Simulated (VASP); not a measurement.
# C (P6_3/mmc) in VASP: notebook, part 2 of 4

VASP 6.6.1. The steps go on from the part before.

### Step 3. Single point, PBE+D3(BJ)

INCAR

```
SYSTEM = C
PREC     = Accurate       ! precision mode
ENCUT    = 600            ! plane-wave cutoff, eV
EDIFF    = 1E-6           ! SCF threshold, eV
ISMEAR   = -1             ! smearing method
SIGMA    = 0.15           ! smearing width, eV
LREAL    = .False.        ! projectors in reciprocal space
LASPH    = .True.         ! aspherical terms in the spheres
NELM     = 120            ! most SCF steps
ALGO     = Normal         ! electronic algorithm
ISIF     = 2              ! what is computed and relaxed
LWAVE    = .False.        ! write WAVECAR
LCHARG   = .False.        ! write CHGCAR
GGA      = PE             ! functional
IVDW     = 12             ! dispersion correction
NBANDS   = 16             ! bands
GGA_COMPAT= .False.
```

KPOINTS

```
regular mesh
0
Gamma
  27 27 10
  0 0 0
```

POSCAR

```
C
1.0
    2.4649689114      0.0000000000      0.0000000000
   -1.2324844557      2.1347256968      0.0000000000
    0.0000000000      0.0000000000      6.7392759052
C
4
Direct
    0.0000000000      0.0000000000      0.7500000000
    0.0000000000      0.0000000000      0.2500000000
    0.3333333333      0.6666666667      0.7500000000
    0.6666666667      0.3333333333      0.2500000000
```

Potentials or basis: VASP PAW PBE potentials, release 64 (C).

Launch:

```
cat potpaw_PBE.64/C/POTCAR > POTCAR
mpirun -np 1 vasp_std > vasp.out
```

OUTCAR:

```text
SYSTEM = C
   PREC = Accurate
   ENCUT = 600
   EDIFF = 1E-6
   ISMEAR = -1
   LREAL = .False.
   LASPH = .True.
   NELM = 120
   ISIF = 2
   GGA = PE
   IVDW = 12
 IVDW          = 12

 ion  position               nearest neighbor table
   1  0.000  0.000  0.750-   3 1.42   3 1.42   3 1.42
   2  0.000  0.000  0.250-   4 1.42   4 1.42   4 1.42
   3  0.333  0.667  0.750-   1 1.42   1 1.42   1 1.42
   4  0.667  0.333  0.250-   2 1.42   2 1.42   2 1.42

  LATTYP: Found a hexagonal cell.
 ALAT       =     2.4649689114
 C/A-ratio  =     2.7340206499

  Lattice vectors:

 A1 = (   2.4649689114,   0.0000000000,   0.0000000000)
 A2 = (  -1.2324844557,   2.1347256968,   0.0000000000)
 A3 = (   0.0000000000,   0.0000000000,   6.7392759052)

Analysis of symmetry for initial positions (statically):
=====================================================================
 Subroutine PRICEL returns:
 Original cell was already a primitive cell.

 Routine SETGRP: Setting up the symmetry group for a
 hexagonal supercell.

 Subroutine GETGRP returns: Found 24 space group operations
 (whereof 12 operations were pure point group operations)
 out of a pool of 24 trial point group operations.

The static configuration has the point symmetry D_3d.
 The point group associated with its full space group is D_6h.

Analysis of symmetry for dynamics (positions and initial velocities):
=====================================================================
 Subroutine PRICEL returns:
 Original cell was already a primitive cell.

 Routine SETGRP: Setting up the symmetry group for a
 hexagonal supercell.

 Subroutine GETGRP returns: Found 24 space group operations
 (whereof 12 operations were pure point group operations)
 out of a pool of 24 trial point group operations.

The dynamic configuration has the point symmetry D_3d.
 The point group associated with its full space group is D_6h.

 Subroutine INISYM returns: Found 24 space group operations
 (whereof 12 operations are pure point group operations),
 and found     1 'primitive' translations

----------------------------------------------------------------------------------------

                                     Primitive cell

  volume of cell :      35.4623

  direct lattice vectors                    reciprocal lattice vectors
     2.464968911  0.000000000  0.000000000     0.405684630  0.234222130  0.000000000
    -1.232484456  2.134725697  0.000000000     0.000000000  0.468444260  0.000000000
     0.000000000  0.000000000  6.739275905     0.000000000  0.000000000  0.148383894

  length of vectors
     2.464968911  2.464968911  6.739275905     0.468444260  0.468444260  0.148383894

  position of ions in fractional coordinates (direct lattice)
     0.000000000  0.000000000  0.750000000
     0.000000000  0.000000000  0.250000000
     0.333333333  0.666666667  0.750000000
     0.666666667  0.333333333  0.250000000

  ion indices of the primitive-cell ions
   primitive index   ion index
                 1           1
                 2           2
                 3           3
                 4           4

----------------------------------------------------------------------------------------

[... 25 lines left out ...]
            Coordinates               Weight
  0.000000  0.000000  0.000000      1.000000
  0.037037  0.000000  0.000000      6.000000
  0.074074  0.000000  0.000000      6.000000
  0.111111 -0.000000  0.000000      6.000000
  0.148148 -0.000000  0.000000      6.000000
  0.185185 -0.000000  0.000000      6.000000
[... 16 lines left out ...]
  0.333333  0.037037  0.000000     12.000000
  0.370370  0.037037  0.000000     12.000000
 [... further k-points ...]
   k-points           NKPTS =    450   k-points in BZ     NKDIM =    450   number of bands    NBANDS=     16
   number of dos      NEDOS =    301   number of ions     NIONS =      4
   total plane-waves  NPLWV =  21600
   dimension x,y,z NGX =    20 NGY =   20 NGZ =   54
   dimension x,y,z NGXF=    40 NGYF=   40 NGZF=  108
   ions per type =               4
   NGX,Y,Z   is equivalent  to a cutoff of  13.49, 13.49, 13.32 a.u.
   NGXF,Y,Z  is equivalent  to a cutoff of  26.98, 26.98, 26.64 a.u.
 SYSTEM =  C
   PREC   = accura    normal or accurate (medium, high low for compatibility)
   ISTART =      0    job   : 0-new  1-cont  2-samecut
   ICHARG =      2    charge: 1-file 2-atom 10-const
   ISPIN  =      1    spin polarized calculation?
   LNONCOLLINEAR =      F non collinear calculations
   LSORBIT =      F    spin-orbit coupling
   LASPH  =      T    aspherical Exc in radial PAW
   ENCUT  =  600.0 eV  44.10 Ry    6.64 a.u.   4.92  4.92 13.46*2*pi/ulx,y,z
   NELM   =    120;   NELMIN=  2; NELMDL= -5     # of ELM steps
   EDIFF  = 0.1E-05   stopping-criterion for ELM
   LREAL  =      F    real-space projection
   EDIFFG = 0.1E-04   stopping-criterion for IOM
   NSW    =      0    number of steps for IOM
   IBRION =     -1    ionic relax: 0-MD 1-quasi-New 2-CG
   NFREE  =      0    steps in history (QN), initial steepest desc. (CG)
   ISIF   =      2    stress and relaxation
   ISYM   =      2    0-nonsym 1-usesym 2-fastsym
   POTIM  = 0.5000    time-step for ionic-motion
   TEBEG  =    0.0;   TEEND  =   0.0 temperature during run
   PSTRESS=    0.0 pullay stress
   NELECT =      16.0000    total number of electrons
   NUPDOWN=      -1.0000    fix difference up-down
   EMIN   =  10.00;   EMAX   =-10.00  energy-range for DOS
   EFERMI =   0.00;   METHOD = LEGACY
   ISMEAR =    -1;   SIGMA  =   0.15  broadening in eV -4-tet -1-fermi 0-gaus
   EFERMI_NEDOS =   21; number of points for ismear=-14 and -15
   IALGO  =     38    algorithm
   IMIX   =      4    mixing-type and parameters
     AMIX     =   0.40;   BMIX     =  1.00
     AMIX_MAG =   1.60;   BMIX_MAG =  1.00
  volume/ion in A,a.u.               =       8.87        59.83
  Fermi-wavevector in a.u.,A,eV,Ry     =   1.255623  2.372783 21.450795  1.576589
  Thomas-Fermi vector in A             =   2.389371
   LORBIT       =      0    0 simple, 1 ext, 2 COOP (PROOUT), +10 PAW based schemes
   GGA     = PE    functional components
   LHFCALC =     F    Hartree Fock is set to
   AEXX    =    0.0000 exact exchange contribution
   IVDW    =    12    specifies the selected vdW correction
   LEPSILON=     F    determine dielectric tensor
   LRPA    =     F    only Hartree local field effects (RPA)
 non-spin polarized calculation
  energy-cutoff  :      600.00
  volume of cell :       35.46
 maximum number of plane-waves:      1214
 NGX is ok and might be reduce to    20
   NGX =  9   NGY =  9   NGZ = 27

 number of electron      16.0000001 magnetization

 Free energy of the ion-electron system (eV)
  ---------------------------------------------------
  ext. energy  EPLUGINS =         0.00000000
  ---------------------------------------------------
  free energy    TOTEN  =       -36.85953713 eV

  energy without entropy =      -36.85485410  energy(sigma->0) =      -36.85719561

 E-fermi :   4.6579     XC(G=0): -10.2933

 val. band max:        4.6509255371   @ k =   0.3333   0.3333   0.5000
 cond. band min:       4.8373444171   @ k =   0.3333   0.3333   0.4000
 fundamental gap:      0.1864188800
 Fermi energy:         4.6578911090

 k-point     1 :       0.0000    0.0000    0.0000
  band No.  band energies     occupation
      1     -15.0088      2.00000
      2     -14.7189      2.00000
      3      -3.8563      2.00000
      4      -1.9328      2.00000
      5       1.6205      2.00000
      6       1.6205      2.00000
[... 433 lines left out ...]
      3      -6.4509      2.00000
      4      -6.3027      2.00000
      5      -1.6003      2.00000
      6      -1.5459      2.00000
[... 8 lines left out ...]
     15      18.7085      0.00000
     16      20.7632      0.00000

 [... further k-points ...]

------------------------ aborting loop because EDIFF is reached ----------------------------------------

 Edisp (eV)   -0.62212

 E8    (eV) :    -0.1762

  FORCE on cell =-STRESS in cart. coord.  units (eV):
  Direction    XX          YY          ZZ          XY          YZ          ZX
  --------------------------------------------------------------------------------------
  -------------------------------------------------------------------------------------
  Total       0.04106     0.04106    -0.07506    -0.00000    -0.00000     0.00000
  in kB       1.85495     1.85495    -3.39098    -0.00000    -0.00000     0.00000
  external pressure =        0.11 kB  Pullay stress =        0.00 kB

 VOLUME and BASIS-vectors are now :
 -----------------------------------------------------------------------------
  energy-cutoff  :      600.00
  volume of cell :       35.46
      direct lattice vectors                 reciprocal lattice vectors
     2.464968911  0.000000000  0.000000000     0.405684630  0.234222130  0.000000000
    -1.232484456  2.134725697  0.000000000     0.000000000  0.468444260  0.000000000
     0.000000000  0.000000000  6.739275905     0.000000000  0.000000000  0.148383894

 POSITION                                       TOTAL-FORCE (eV/Angst)
 -----------------------------------------------------------------------------------
      0.00000      0.00000      5.05446        -0.000000      0.000000     -0.000000
      0.00000      0.00000      1.68482         0.000000      0.000000     -0.000000
     -0.00000      1.42315      5.05446        -0.000000      0.000000      0.000000
      1.23248      0.71158      1.68482         0.000000     -0.000000      0.000000
 -----------------------------------------------------------------------------------
    total drift:                                0.000000     -0.000000     -0.000000

  FREE ENERGIE OF THE ION-ELECTRON SYSTEM (eV)
  ---------------------------------------------------
  free  energy   TOTEN  =       -37.4816525231 eV

  energy  without entropy=      -37.4769694883  energy(sigma->0) =      -37.47931101
```

Run time: 5.5 min. Hardware: 1 thread of Oxide Virtual Turin-like, shared host; peak memory 0.31 GiB.

What came out:

| Quantity | Value |
| --- | --- |
| Free energy | -37.4817 eV |
| Pressure | 0.0 GPa |
| Band gap on the k mesh | zero (bands 8 and 9 overlap by 0.03 eV) |
| Dispersion energy per atom | -0.156 eV |

[end of part 2 of 4]

The gap in the log of VASP goes by the Fermi energy; the results here count the filled bands.